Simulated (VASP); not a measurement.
Ti, 1 atom in the cell. Symmetry: Im-3m, No. 229, cubic system. Conventional cell: a = 3.207 Å, b = 3.207 Å, c = 3.207 Å, α = 90.00°, β = 90.00°, γ = 90.00°. Ti (site symmetry m-3m) has 14 Ti at 2.78 to 3.21 Å within 3.7 Å. This isn't the form of Ti at room conditions, which is hcp.

* Program: VASP 6.6.1
* Task: single point
* Functional: PBEsol
* Potentials or basis: VASP PAW PBE potentials, release 64 (Ti_sv)
* Cutoff: 500 eV
* k mesh: 11 × 11 × 11
* Occupations: methfessel-paxton, width 0.1 eV
* Spin: no spin polarisation
* Dipole correction: no
* Further INCAR settings: ALGO = Normal; EDIFF = 1e-06; NBANDS = 12

Potentials or basis: VASP PAW PBE potentials, release 64 (Ti_sv).

Command:

```bash
$ cat potpaw_PBE.64/Ti_sv/POTCAR > POTCAR
$ mpirun -np 1 vasp_std > vasp.out
```

Hardware: 1 thread of Intel(R) Xeon(R) 6975P-C (Granite Rapids), with other jobs on the host.

Problem. Estimate the wall time of this run.

Solution. Wall time 3.9 s on 1 thread of Intel(R) Xeon(R) 6975P-C (Granite Rapids) (shared host), peak memory 0.13 GiB. Counts: scf iterations 12, k points 56.
